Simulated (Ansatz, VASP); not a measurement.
Two plane-wave programs on CdHg2Te3

```
Cd Hg Te
1.0
    -3.97734   -2.49723    0.02059
    -3.91067    7.38380   -0.04034
     0.84767    0.07104  -10.50254
Cd Hg Te
2 4 6
Direct
  0.19093 0.80996 0.50169
  0.69164 0.30972 0.50156
  0.64555 0.65595 0.16891
  0.14680 0.15607 0.16872
  0.19125 0.49805 0.83274
  0.69100 0.99812 0.83321
  0.72385 0.75689 0.65755
  0.22438 0.25669 0.65728
  0.24577 0.75892 0.99594
  0.74667 0.25936 0.99604
  0.00093 0.52027 0.34320
  0.50121 0.02000 0.34315
```

Change from the starting cell: cell x2, atoms moved at random (sigma 0.1 Å) and cell strained at random (1.5 %), then relaxed without symmetry.

Alike in both runs: functional PBE; k mesh 4 × 2 × 2; occupations gaussian, width 0.1 eV; no spin polarisation.

Ansatz relaxed the structure, and its values are those at the end. VASP's run is a single point on that final structure, the one shown.

```csv
,VASP,Ansatz
version,VASP 6.6.1,Ansatz 0.2.0
potentials or method,"VASP PAW PBE potentials, release 64 (Cd, Hg, Te), cutoff 520 eV","scalar-relativistic, plane waves, PAW"
valence electrons in the cell,108,216
```

Ansatz gave:

| Item | Value |
| --- | --- |
| gap on the k mesh at the Fermi level (eV) | 0.79 |
| least direct gap on the mesh (eV) | 0.86 |
| pressure (GPa) | 0.0 |
| rms of the force components (eV/Å) | 0.005 |

Question: What did VASP give for the same quantities?

Answer: gap on the k mesh at the Fermi level (eV): 0.78; least direct gap on the mesh (eV): 0.84; pressure (GPa): 0.1; rms of the force components (eV/Å): 0.015.

VASP's potentials hold 108 valence electrons a cell and Ansatz's 216, so a difference there can come from the potentials and not from the codes.

Spin-orbit coupling is off throughout.
